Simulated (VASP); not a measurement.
A run of VASP 6.6.1 is set up as follows.

File INCAR:

```
SYSTEM = Os
ALGO     = Fast           ! electronic algorithm
EDIFF    = 1E-6           ! SCF threshold, eV
ENCUT    = 520            ! plane-wave cutoff, eV
GGA      = PS             ! functional
ISIF     = 2              ! what is computed and relaxed
ISMEAR   = 0              ! smearing method
LASPH    = .True.         ! aspherical terms in the spheres
LCHARG   = .False.        ! write CHGCAR
LREAL    = .False.        ! projectors in reciprocal space
LWAVE    = .False.        ! write WAVECAR
NBANDS   = 15             ! bands
NELM     = 80             ! most SCF steps
PREC     = Accurate       ! precision mode
SIGMA    = 0.15           ! smearing width, eV
```

Contents of KPOINTS:

```
k-points
0
Gamma
  24 24 12
  0 0 0
```

Contents of POSCAR:

```
Os
1.0
    2.5728865835      0.0000000000      0.0000000000
   -1.2864432918      2.2281851424      0.0000000000
    0.0000000000      0.0000000000      4.8779920007
Os
2
Direct
    0.3333333333      0.6666666667      0.2500000000
    0.6666666667      0.3333333333      0.7500000000
```

Potentials or basis: VASP PAW PBE potentials, release 64 (Os).

Run with:

```sh
$ cat potpaw_PBE.64/Os/POTCAR > POTCAR
$ mpirun -np 1 vasp_std > vasp.out
```

Problem. What does it give for the band gap on the k mesh?

Solution. Zero (band 8 reaches 11.19 eV, above the bottom of band 9 at 8.11 eV).

Problem. Estimate the pressure.

Solution. 13.1 GPa.

Stress tensor (GPa, compression positive):
```
 46.00   0.00   0.00
  0.00  46.00   0.00
  0.00   0.00 -52.59
```

Caveat: the PAW data sets were made with another functional, which shifts forces and pressure a little; spin-orbit coupling is left out, which moves the levels of the heavy elements.
